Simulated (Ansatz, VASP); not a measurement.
**Two plane-wave programs on PbS**

The input POSCAR:

```
PbS
1.0
    0.0000000000      2.9650000000      2.9650000000
    2.9650000000      0.0000000000      2.9650000000
    2.9650000000      2.9650000000      0.0000000000
Pb S
1 1
Direct
    0.0000000000      0.0000000000      0.0178863435
    0.5000000000      0.5000000000      0.5000000000
```

INCAR.step1

```
SYSTEM = PbS
PREC = Accurate
ENCUT = 520
ISMEAR = 0
SIGMA = 0.05
LREAL = .FALSE.
LASPH = .TRUE.
NELM = 100
NBANDS = 17
GGA = PE
ALGO = Normal
EDIFF = 1E-4
LWAVE = .TRUE.
LCHARG = .FALSE.
```

Contents of INCAR.step2:

```
SYSTEM = PbS
PREC = Accurate
ENCUT = 520
EDIFF = 1E-7
ISMEAR = 0
SIGMA = 0.05
LREAL = .FALSE.
LASPH = .TRUE.
NELM = 100
ALGO = Normal
ISIF = 2
LWAVE = .FALSE.
LCHARG = .FALSE.
METAGGA = R2SCAN
LMIXTAU = .TRUE.
NBANDS = 17
ISTART = 1
```

File KPOINTS:

```
Automatic mesh
0
G
  8 8 8
  0 0 0
```

Input for Ansatz:

```yaml
crystal:
  lattice:
    - [0.0, 2.965, 2.965]
    - [2.965, 0.0, 2.965]
    - [2.965, 2.965, 0.0]
  atoms:
    - { symbol: Pb, position: [0.0, 0.0, 0.0178863435] }
    - { symbol: S, position: [0.5, 0.5, 0.5] }
basis:
  ecutwfc: 500
kpoints:
  mp_grid: { grid: [8, 8, 8] }
hamiltonian:
  xc: r2scan
scf:
  occupations: { method: gaussian, width: 0.05 }
output:
  forces: true
  stress: true
  eigenvalues: true
```

Change from the starting cell: all Pb atoms moved +0.075 Å, as atom 1 along Cartesian [1 1 0].

Alike in both runs: task single point; functional r2SCAN; k mesh 8 × 8 × 8; occupations gaussian, width 0.05 eV; no spin polarisation.

```csv
,VASP,Ansatz
version,VASP 6.6.1,Ansatz 0.2.0
potentials or method,"VASP PAW PBE potentials, release 64 (Pb_d, S), cutoff 520 eV","scalar-relativistic, plane waves, PAW"
valence electrons in the cell,20,20
```

|  | VASP | Ansatz | Ansatz less VASP |
| --- | --- | --- | --- |
| gap on the k mesh at the Fermi level (eV) | 0.63 | 0.62 | -0.010 |
| least direct gap on the mesh (eV) | 0.63 | 0.62 | -0.010 |
| pressure (GPa) | 1.4 | 1.4 | +0.01 |
| traceless stress, the component that is largest in VASP (GPa) | -0.07 | -0.07 | +0.001 |
| rms of the force components (eV/Å) | 0.021 | 0.019 | -0.0021 |

VASP's potentials were made for PBE, not for r2SCAN. Atom by atom the forces differ by 0.002 eV/Å (rms over components).

Neither program's run includes spin-orbit coupling.
